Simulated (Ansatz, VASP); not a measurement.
SnTe: VASP beside Ansatz

```
Sn Te
1.0
     0.00000    3.15426    3.15426
     3.15426    0.00000    3.15426
     3.15426    3.15426    0.00000
Sn Te
1 1
Direct
  0.00000 0.00000 0.00000
  0.50000 0.50000 0.50000
```

Alike in both runs: functional PBE; dispersion D3(BJ); k mesh 10 × 10 × 10; occupations gaussian, width 0.01 eV; no spin polarisation.

Ansatz relaxed the structure, and its values are those at the end. VASP's run is a single point on that final structure, the one shown.

|  | VASP | Ansatz |
| --- | --- | --- |
| version | VASP 6.6.1 | Ansatz 0.2.0 |
| potentials or method | VASP PAW PBE potentials, release 64 (Sn_d, Te), cutoff 520 eV | scalar-relativistic, plane waves, PAW |
| valence electrons in the cell | 20 | 30 |

Ansatz gave:

* gap on the k mesh at the Fermi level (eV): 0.09
* least direct gap on the mesh (eV): 0.09
* pressure (GPa): 0.0

Question: Estimate VASP's values.

Answer: gap on the k mesh at the Fermi level (eV): 0.09; least direct gap on the mesh (eV): 0.09; pressure (GPa): -0.1.

VASP's potentials hold 20 valence electrons a cell and Ansatz's 30, so a difference there can come from the potentials and not from the codes. Ansatz's warnings: relaxed geometry near dispersion switch.

Neither program's run includes spin-orbit coupling.
